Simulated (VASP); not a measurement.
# Sr3TiTe4 (Pm-3m) in VASP: single point with PBE

Aim: the single point of Sr3TiTe4 with PBE.

All numbers are computed with VASP 6.6.1; they aren't measurements. Logs are shortened: lines on timing, memory, paths and dates and some standing lists are left out, and cuts for length are marked.

### Step 1. The cell of the first run

It takes space group Pm-3m (No. 221, cubic). Conventional cell: a = 5.680 Å, b = 5.680 Å, c = 5.680 Å, α = 90.00°, β = 90.00°, γ = 90.00°. Within 3.7 Å of Sr (site symmetry 4/mmm) lie 6 Te at 2.84 Å. Ti (site symmetry m-3m) has 6 Te at 2.84 Å within 3.7 Å. Te (site symmetry 4/mmm) has 4 Sr at 2.84 Å and 2 Ti at 2.84 Å within 3.7 Å. Within 3.7 Å of Te (site symmetry m-3m) lie 6 Sr at 2.84 Å.

### Step 2. Single point, PBE

INCAR

```
PREC = Accurate ; ENCUT = 520
EDIFF = 1E-7 ; ISMEAR = 0
SIGMA = 0.1 ; LREAL = False
LASPH = True ; NELM = 100
ALGO = Normal ; ISIF = 2
LWAVE = False ; LCHARG = False
GGA = PE ; NBANDS = 43
```

KPOINTS

```
regular mesh
0
Gamma
  4 4 4
```

POSCAR

```
Sr3TiTe4
1.0
    5.6796233500      0.0000000000      0.0000000000
    0.0000000000      5.6796233500      0.0000000000
    0.0000000000      0.0000000000      5.6796233500
Sr Ti Te
3 1 4
Direct
    0.5000000000      0.0000000000      0.0000000000
    0.0000000000      0.5000000000      0.0000000000
    0.0000000000      0.0000000000      0.5000000000
    0.5000000000      0.5000000000      0.5000000000
    0.0000000000      0.5000000000      0.5000000000
    0.5000000000      0.0000000000      0.5000000000
    0.5000000000      0.5000000000      0.0000000000
    0.0000000000      0.0000000000      0.0000000000
```

Potentials or basis: VASP PAW PBE potentials, release 64 (Sr_sv, Ti_sv, Te).

Launch:

```bash
$ cat potpaw_PBE.64/Sr_sv/POTCAR potpaw_PBE.64/Ti_sv/POTCAR potpaw_PBE.64/Te/POTCAR > POTCAR
$ mpirun -np 1 vasp_std > vasp.out
```

OUTCAR:

```text
PREC = Accurate
   ENCUT = 520
   EDIFF = 1E-7
   ISMEAR = 0
   LREAL = False
   LASPH = True
   NELM = 100
   ISIF = 2
   GGA = PE

 ion  position               nearest neighbor table
   1  0.500  0.000  0.000-   6 2.84   7 2.84   8 2.84   6 2.84   7 2.84   8 2.84   3 4.02   4 4.02
                             2 4.02   2 4.02   4 4.02   3 4.02   4 4.02   2 4.02   3 4.02   4 4.02
   2  0.000  0.500  0.000-   5 2.84   7 2.84   8 2.84   5 2.84   8 2.84   7 2.84   3 4.02   4 4.02
                             1 4.02   1 4.02   3 4.02   3 4.02   3 4.02   1 4.02   4 4.02   4 4.02
   3  0.000  0.000  0.500-   5 2.84   6 2.84   8 2.84   8 2.84   5 2.84   6 2.84   1 4.02   2 4.02
                             1 4.02   2 4.02   4 4.02   2 4.02   2 4.02   1 4.02   4 4.02   4 4.02
   4  0.500  0.500  0.500-   5 2.84   6 2.84   7 2.84   7 2.84   6 2.84   5 2.84   1 4.02   2 4.02
                             1 4.02   1 4.02   3 4.02   2 4.02   1 4.02   2 4.02   3 4.02   3 4.02
   5  0.000  0.500  0.500-   2 2.84   3 2.84   4 2.84   2 2.84   3 2.84   4 2.84
   6  0.500  0.000  0.500-   1 2.84   3 2.84   4 2.84   1 2.84   4 2.84   3 2.84
   7  0.500  0.500  0.000-   1 2.84   2 2.84   4 2.84   4 2.84   1 2.84   2 2.84
   8  0.000  0.000  0.000-   1 2.84   2 2.84   3 2.84   3 2.84   2 2.84   1 2.84

  LATTYP: Found a simple cubic cell.
 ALAT       =     5.6796233500

  Lattice vectors:

 A1 = (   5.6796233500,   0.0000000000,   0.0000000000)
 A2 = (   0.0000000000,   5.6796233500,   0.0000000000)
 A3 = (   0.0000000000,   0.0000000000,   5.6796233500)

Analysis of symmetry for initial positions (statically):
=====================================================================
 Subroutine PRICEL returns:
 Original cell was already a primitive cell.

 Routine SETGRP: Setting up the symmetry group for a
 simple cubic supercell.

 Subroutine GETGRP returns: Found 48 space group operations
 (whereof 48 operations were pure point group operations)
 out of a pool of 48 trial point group operations.

The static configuration has the point symmetry O_h .

Analysis of symmetry for dynamics (positions and initial velocities):
=====================================================================
 Subroutine PRICEL returns:
 Original cell was already a primitive cell.

 Routine SETGRP: Setting up the symmetry group for a
 simple cubic supercell.

 Subroutine GETGRP returns: Found 48 space group operations
 (whereof 48 operations were pure point group operations)
 out of a pool of 48 trial point group operations.

The dynamic configuration has the point symmetry O_h .

 Subroutine INISYM returns: Found 48 space group operations
 (whereof 48 operations are pure point group operations),
 and found     1 'primitive' translations

----------------------------------------------------------------------------------------

                                     Primitive cell

  volume of cell :     183.2140

  direct lattice vectors                    reciprocal lattice vectors
     5.679623350  0.000000000  0.000000000     0.176068013  0.000000000  0.000000000
     0.000000000  5.679623350  0.000000000     0.000000000  0.176068013  0.000000000
     0.000000000  0.000000000  5.679623350     0.000000000  0.000000000  0.176068013

  length of vectors
     5.679623350  5.679623350  5.679623350     0.176068013  0.176068013  0.176068013

  position of ions in fractional coordinates (direct lattice)
     0.500000000  0.000000000  0.000000000
     0.000000000  0.500000000  0.000000000
     0.000000000  0.000000000  0.500000000
     0.500000000  0.500000000  0.500000000
     0.000000000  0.500000000  0.500000000
     0.500000000  0.000000000  0.500000000
     0.500000000  0.500000000  0.000000000
     0.000000000  0.000000000  0.000000000

  ion indices of the primitive-cell ions
   primitive index   ion index
                 1           1
                 2           2
                 3           3
                 4           4
                 5           5
                 6           6
                 7           7
                 8           8

----------------------------------------------------------------------------------------

 KPOINTS: regular mesh

Automatic generation of k-mesh.
 Grid dimensions read from file:
 generate k-points for:    4    4    4

 Generating k-lattice:

  Cartesian coordinates                     Fractional coordinates (reciprocal lattice)
     0.044017003  0.000000000  0.000000000     0.250000000  0.000000000  0.000000000
     0.000000000  0.044017003  0.000000000     0.000000000  0.250000000  0.000000000
     0.000000000  0.000000000  0.044017003     0.000000000  0.000000000  0.250000000

  Length of vectors
     0.044017003  0.044017003  0.044017003

  Shift w.r.t. Gamma in fractional coordinates (k-lattice)
     0.000000000  0.000000000  0.000000000

 Subroutine IBZKPT returns following result:
 ===========================================

 Found     10 irreducible k-points:

 Following reciprocal coordinates:
            Coordinates               Weight
  0.000000  0.000000  0.000000      1.000000
  0.250000  0.000000  0.000000      6.000000
  0.500000  0.000000  0.000000      3.000000
  0.250000  0.250000  0.000000     12.000000
  0.500000  0.250000  0.000000     12.000000
  0.500000  0.500000  0.000000      3.000000
  0.250000  0.250000  0.250000      8.000000
  0.500000  0.250000  0.250000     12.000000
  0.500000  0.500000  0.250000      6.000000
  0.500000  0.500000  0.500000      1.000000
   k-points           NKPTS =     10   k-points in BZ     NKDIM =     10   number of bands    NBANDS=     43
   number of dos      NEDOS =    301   number of ions     NIONS =      8
   total plane-waves  NPLWV =  74088
   dimension x,y,z NGX =    42 NGY =   42 NGZ =   42
   dimension x,y,z NGXF=    84 NGYF=   84 NGZF=   84
   ions per type =               3   1   4
   NGX,Y,Z   is equivalent  to a cutoff of  12.29, 12.29, 12.29 a.u.
   NGXF,Y,Z  is equivalent  to a cutoff of  24.59, 24.59, 24.59 a.u.
 SYSTEM =  unknown system
   PREC   = accura    normal or accurate (medium, high low for compatibility)
   ISTART =      0    job   : 0-new  1-cont  2-samecut
   ICHARG =      2    charge: 1-file 2-atom 10-const
   ISPIN  =      1    spin polarized calculation?
   LNONCOLLINEAR =      F non collinear calculations
   LSORBIT =      F    spin-orbit coupling
   LASPH  =      T    aspherical Exc in radial PAW
   ENCUT  =  520.0 eV  38.22 Ry    6.18 a.u.  10.56 10.56 10.56*2*pi/ulx,y,z
   NELM   =    100;   NELMIN=  2; NELMDL= -5     # of ELM steps
   EDIFF  = 0.1E-06   stopping-criterion for ELM
   LREAL  =      F    real-space projection
   EDIFFG = 0.1E-05   stopping-criterion for IOM
   NSW    =      0    number of steps for IOM
   IBRION =     -1    ionic relax: 0-MD 1-quasi-New 2-CG
   NFREE  =      0    steps in history (QN), initial steepest desc. (CG)
   ISIF   =      2    stress and relaxation
   ISYM   =      2    0-nonsym 1-usesym 2-fastsym
   POTIM  = 0.5000    time-step for ionic-motion
   TEBEG  =    0.0;   TEEND  =   0.0 temperature during run
   PSTRESS=    0.0 pullay stress
   NELECT =      66.0000    total number of electrons
   NUPDOWN=      -1.0000    fix difference up-down
   EMIN   =  10.00;   EMAX   =-10.00  energy-range for DOS
   EFERMI =   0.00;   METHOD = LEGACY
   ISMEAR =     0;   SIGMA  =   0.10  broadening in eV -4-tet -1-fermi 0-gaus
   EFERMI_NEDOS =   21; number of points for ismear=-14 and -15
   IALGO  =     38    algorithm
   IMIX   =      4    mixing-type and parameters
     AMIX     =   0.40;   BMIX     =  1.00
     AMIX_MAG =   1.60;   BMIX_MAG =  1.00
  volume/ion in A,a.u.               =      22.90       154.55
  Fermi-wavevector in a.u.,A,eV,Ry     =   1.164850  2.201247 18.461407  1.356875
  Thomas-Fermi vector in A             =   2.301383
   LORBIT       =      0    0 simple, 1 ext, 2 COOP (PROOUT), +10 PAW based schemes
   GGA     = PE    functional components
   LHFCALC =     F    Hartree Fock is set to
   AEXX    =    0.0000 exact exchange contribution
   IVDW    =     0    specifies the selected vdW correction
   LEPSILON=     F    determine dielectric tensor
   LRPA    =     F    only Hartree local field effects (RPA)
 non-spin polarized calculation
 Gauss-broadening in eV      SIGMA  =   0.10
  energy-cutoff  :      520.00
  volume of cell :      183.21
 maximum number of plane-waves:      4972
   NGX = 21   NGY = 21   NGZ = 21

 number of electron      66.0000005 magnetization

 Free energy of the ion-electron system (eV)
  ---------------------------------------------------
  ext. energy  EPLUGINS =         0.00000000
  ---------------------------------------------------
  free energy    TOTEN  =       -28.00707719 eV

  energy without entropy =      -27.96087566  energy(sigma->0) =      -27.98397643

 E-fermi :   8.2178     XC(G=0): -10.6181

 val. band max:        8.1960213678   @ k =   0.2500   0.2500   0.2500
 cond. band min:       8.2533882188   @ k =   0.2500   0.2500   0.0000
 fundamental gap:      0.0573668510
 Fermi energy:         8.2177727764

 k-point     1 :       0.0000    0.0000    0.0000
  band No.  band energies     occupation
      1     -49.6051      2.00000
      2     -26.4243      2.00000
      3     -26.3623      2.00000
      4     -26.3623      2.00000
      5     -25.8918      2.00000
      6     -25.8918      2.00000
[... 35 lines left out ...]
     42      11.6725      0.00000
     43      11.7330      0.00000

 k-point     2 :       0.2500    0.0000    0.0000
  band No.  band energies     occupation
      1     -49.6051      2.00000
      2     -26.4169      2.00000
      3     -26.3706      2.00000
      4     -26.3626      2.00000
      5     -25.8917      2.00000
      6     -25.8917      2.00000
[... 360 lines left out ...]
 k-point    10 :       0.5000    0.5000    0.5000
  band No.  band energies     occupation
      1     -49.6052      2.00000
      2     -26.3846      2.00000
      3     -26.3846      2.00000
      4     -26.3846      2.00000
      5     -25.8911      2.00000
      6     -25.8911      2.00000
[... 35 lines left out ...]
     42      12.5510      0.00000
     43      13.3058      0.00000

------------------------ aborting loop because EDIFF is reached ----------------------------------------

  FORCE on cell =-STRESS in cart. coord.  units (eV):
  Direction    XX          YY          ZZ          XY          YZ          ZX
  --------------------------------------------------------------------------------------
  -------------------------------------------------------------------------------------
  Total       38.5353318     38.5353318     38.5353318      0.0000000      0.0000000      0.0000000
  in kB      336.9853935    336.9853935    336.9853935      0.0000000      0.0000000      0.0000000
  external PRESSURE =     336.9853935 kB  Pullay stress =       0.0000000 kB

 VOLUME and BASIS-vectors are now :
 -----------------------------------------------------------------------------
  energy-cutoff  :      520.00
  volume of cell :      183.21
      direct lattice vectors                 reciprocal lattice vectors
     5.679623350  0.000000000  0.000000000     0.176068013  0.000000000  0.000000000
     0.000000000  5.679623350  0.000000000     0.000000000  0.176068013  0.000000000
     0.000000000  0.000000000  5.679623350     0.000000000  0.000000000  0.176068013

 POSITION                                       TOTAL-FORCE (eV/Angst)
 -----------------------------------------------------------------------------------
      2.83981      0.00000      0.00000         0.000000      0.000000      0.000000
      0.00000      2.83981      0.00000         0.000000      0.000000      0.000000
      0.00000      0.00000      2.83981         0.000000      0.000000      0.000000
      2.83981      2.83981      2.83981         0.000000      0.000000      0.000000
      0.00000      2.83981      2.83981         0.000000      0.000000      0.000000
      2.83981      0.00000      2.83981         0.000000      0.000000      0.000000
      2.83981      2.83981      0.00000         0.000000      0.000000      0.000000
      0.00000      0.00000      0.00000         0.000000      0.000000      0.000000
 -----------------------------------------------------------------------------------
    total drift:                                0.000000      0.000000     -0.000000

  FREE ENERGIE OF THE ION-ELECTRON SYSTEM (eV)
  ---------------------------------------------------
  free  energy   TOTEN  =       -28.0070771922 eV

  energy  without entropy=      -27.9608756625  energy(sigma->0) =      -27.98397643
```

Run time: 2.1 min. Hardware: 1 thread of Intel Xeon Platinum 8375C at 2.90GHz (Ice Lake), shared host; peak memory 0.29 GiB.

What came out:

- Free energy: -28.0071 eV
- Pressure: 33.7 GPa
- Band gap on the k mesh: zero (bands 33 and 34 overlap by 1.26 eV)

Caveat: the cell stands under pressure; spin-orbit coupling is left out, which moves the levels of the heavy elements.
